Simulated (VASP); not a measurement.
Wanted: the native input for a VASP 6.6.1 run.

```
Task                   : single point
Functional             : LDA
Potentials or basis    : VASP PAW LDA potentials, release 64 (Sn_d, Pd, Au)
Cutoff                 : 520 eV
k mesh                 : 6 × 6 × 4
Occupations            : fermi-dirac, width 0.05 eV
Spin                   : no spin polarisation
Dipole correction      : no
Further INCAR settings : ALGO = Normal; EDIFF = 1e-07; NBANDS = 38
```

The structure of Sn2Pd2Au lies in POSCAR:

```
Sn2Pd2Au
1.0
    4.4119446455      0.0000000000      0.0000000000
   -2.2059723276      3.8208561401      0.0000000000
    0.0000000000      0.0000000000      5.5412567562
Sn Pd Au
2 2 1
Direct
    0.6666666667      0.3333333333      0.2638450000
    0.0000000000      0.0000000000      0.6874570000
    0.6666666667      0.3333333333      0.7723160000
    0.3333333333      0.6666666667      0.5077940000
    0.3333333333      0.6666666667      0.0185880000
```

One way to write it, as run:

INCAR

```
PREC = Accurate
ENCUT = 520
EDIFF = 1E-7
ISMEAR = -1
SIGMA = 0.05
LREAL = False
LASPH = True
NELM = 80
ALGO = Normal
ISIF = 2
LWAVE = False
LCHARG = False
NBANDS = 38
```

KPOINTS

```
Automatic mesh
0
Gamma
  6 6 4
```

Potentials or basis: VASP PAW LDA potentials, release 64 (Sn_d, Pd, Au).

Launch:

```sh
$ cat potpaw_LDA.64/Sn_d/POTCAR potpaw_LDA.64/Pd/POTCAR potpaw_LDA.64/Au/POTCAR > POTCAR
$ mpirun -np 1 vasp_std > vasp.out
```

It gave:

```json
{"Pressure": "0.1 GPa", "Largest force": "0.074 eV/Å"}
```

Run time: 72 s on 1 thread of Intel(R) Xeon(R) Platinum 8488C (Sapphire Rapids) (shared host), peak memory 0.24 GiB.
